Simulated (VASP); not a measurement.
CoSi, 2 atoms in the cell. The structure is tetragonal, space group P4/mmm (No. 123). Conventional cell: a = 2.796 Å, b = 2.796 Å, c = 2.807 Å, α = 90.00°, β = 90.00°, γ = 90.00°. Within 3.2 Å of Si (site symmetry 4/mmm) lie 8 Co at 2.42 Å and 6 Si at 2.80 to 2.81 Å. Within 3.2 Å of Co (site symmetry 4/mmm) lie 8 Si at 2.42 Å and 6 Co at 2.80 to 2.81 Å. 

- Program: VASP 6.6.1
- Task: relaxation of cell and atoms
- Functional: PBEsol
- Potentials or basis: VASP PAW PBE potentials, release 64 (Si, Co_sv)
- Cutoff: 690 eV
- k mesh: 8 × 8 × 8
- Occupations: gaussian, width 0.1 eV
- Spin: collinear spin, ferromagnetic start
- Starting moments: [0.0, 0.81] μB
- Dipole correction: no
- Further INCAR settings: ALGO = Normal; EDIFF = 1e-07; IBRION = 2; EDIFFG = -0.05; NSW = 80; ISIF = 3

Potentials or basis: VASP PAW PBE potentials, release 64 (Si, Co_sv).

Command:

```bash
$ cat potpaw_PBE.64/Si/POTCAR potpaw_PBE.64/Co_sv/POTCAR > POTCAR
$ mpirun -np 1 vasp_std > vasp.out
```

Hardware: 1 thread of Intel(R) Xeon(R) 6975P-C (Granite Rapids), with other jobs on the host.

Q: Estimate the wall time of this run.

A: Wall time 110 s on 1 thread of Intel(R) Xeon(R) 6975P-C (Granite Rapids), on a shared host, peak memory 0.21 GiB. Counts: scf iterations 55, k points 105, ion steps 4.
